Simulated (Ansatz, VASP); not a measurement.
# One calculation of Sn2Bi, two programs

The input POSCAR:

```
Sn2Bi
1.0
   -3.5269970000      3.5269970000      3.1427760000
    3.5269970000     -3.5269970000      3.1427760000
    3.5269970000      3.5269970000     -3.1427760000
Sn Bi
4 2
Direct
    0.6650000000      0.1650000000      0.8300000000
    0.1650000000      0.3350000000      0.5000000000
    0.3350000000      0.8350000000      0.1700000000
    0.8350000000      0.6650000000      0.5000000000
    0.2500000000      0.2500000000      0.0000000000
    0.7500000000      0.7500000000      0.0000000000
```

Contents of INCAR.step1:

```
SYSTEM = Sn2Bi
PREC = Accurate
ENCUT = 520
ISMEAR = -1
SIGMA = 0.1
LREAL = .False.
LASPH = .True.
NELM = 100
NBANDS = 52
GGA = PE
ALGO = Normal
EDIFF = 1E-4
LWAVE = .True.
LCHARG = .False.
```

The input INCAR.step2:

```
SYSTEM = Sn2Bi
PREC = Accurate
ENCUT = 520
EDIFF = 1E-6
ISMEAR = -1
SIGMA = 0.1
LREAL = .False.
LASPH = .True.
NELM = 100
ALGO = Normal
ISIF = 2
LWAVE = .False.
LCHARG = .False.
METAGGA = R2SCAN
LMIXTAU = .True.
NBANDS = 52
ISTART = 1
```

File KPOINTS:

```
Automatic mesh
0
Gamma
  4 4 4
  0 0 0
```

Input for Ansatz:

```yaml
crystal:
  lattice:
    - [-3.526997, 3.526997, 3.142776]
    - [3.526997, -3.526997, 3.142776]
    - [3.526997, 3.526997, -3.142776]
  atoms:
    - { symbol: Sn, position: [0.665, 0.165, 0.83] }
    - { symbol: Sn, position: [0.165, 0.335, 0.5] }
    - { symbol: Sn, position: [0.335, 0.835, 0.17] }
    - { symbol: Sn, position: [0.835, 0.665, 0.5] }
    - { symbol: Bi, position: [0.25, 0.25, 0.0] }
    - { symbol: Bi, position: [0.75, 0.75, 0.0] }
  symmetry: { tolerance: 0.0003 }
kpoints:
  mp_grid: { grid: [4, 4, 4], shift: [0, 0, 0] }
magnetization:
  spin_polarized: false
scf:
  occupations: { method: fermi_dirac }
hamiltonian:
  pseudopotentials: { kind: paw }
  xc: r2scan
basis:
  ecutwfc: 500
output:
  forces: true
  stress: true
  eigenvalues: true
  write_density: true
  write_potential: true
  elf: true
  volumetric_format: npy
```

Alike in both runs: task single point; functional r2SCAN; k mesh 4 × 4 × 4; no spin polarisation.

|  | VASP | Ansatz |
| --- | --- | --- |
| version | VASP 6.6.1 | Ansatz 0.2.0 |
| potentials or method | VASP PAW PBE potentials, release 64 (Sn_d, Bi_d), cutoff 520 eV | PAW plane waves |
| occupations | fermi-dirac, width 0.1 eV | fermi-dirac |
| valence electrons in the cell | 86 | 86 |

|  | VASP | Ansatz | Ansatz less VASP |
| --- | --- | --- | --- |
| gap on the k mesh at the Fermi level (eV) | none | none | - |
| pressure (GPa) | 14.1 | 14.1 | -0.01 |
| traceless stress, the component that is largest in VASP (GPa) | -0.05 | -0.06 | -0.016 |
| rms of the force components (eV/Å) | 0.492 | 0.489 | -0.0029 |

VASP's potentials were made for PBE, not for r2SCAN. Atom by atom the forces differ by 0.003 eV/Å (rms over components). A gap of «none» marks a metal or a gap that the smearing closes.

Neither program's run includes spin-orbit coupling.
